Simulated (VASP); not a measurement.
Write the native input for VASP 6.6.1 that does the following.

```
Task                   : single point
Functional             : PBE
Potentials or basis    : VASP PAW PBE potentials, release 64 (Zn, Se)
Cutoff                 : 520 eV
k mesh                 : 6 × 6 × 6
Occupations            : gaussian, width 0.01 eV
Spin                   : no spin polarisation
Dipole correction      : no
Further INCAR settings : ALGO = Normal; EDIFF = 1e-06; NBANDS = 16
```

The structure of ZnSe (Stilleite) lies in POSCAR:

```
ZnSe
1.0
    0.0000000000      2.9221289237      2.9221289237
    2.9221289237      0.0000000000      2.9221289237
    2.9221289237      2.9221289237      0.0000000000
Zn Se
1 1
Direct
    0.0000000000      0.0000000000      0.0000000000
    0.2500000000      0.2500000000      0.2500000000
```

This cell differs from its parent crystal: volume changed by +6%.

One way to write it, as run:

INCAR

```
ALGO = Normal
EDIFF = 1E-6
ENCUT = 520
GGA = PE
ISIF = 2
ISMEAR = 0
LASPH = T
LCHARG = F
LREAL = F
LWAVE = F
NBANDS = 16
NELM = 80
PREC = Accurate
SIGMA = 0.01
```

KPOINTS

```
k-points
0
Gamma
  6 6 6
```

Potentials or basis: VASP PAW PBE potentials, release 64 (Zn, Se).

Run with:

```console
$ cat potpaw_PBE.64/Zn/POTCAR potpaw_PBE.64/Se/POTCAR > POTCAR
$ mpirun -np 1 vasp_std > vasp.out
```

Results of the run:

| Quantity | Value |
| --- | --- |
| Pressure | -2.7 GPa |
| Band gap on the k mesh | 0.93 eV, direct |

It took 7 s on 1 thread of Intel(R) Xeon(R) 6975P-C (Granite Rapids), with other jobs on the host, peak memory 0.17 GiB.
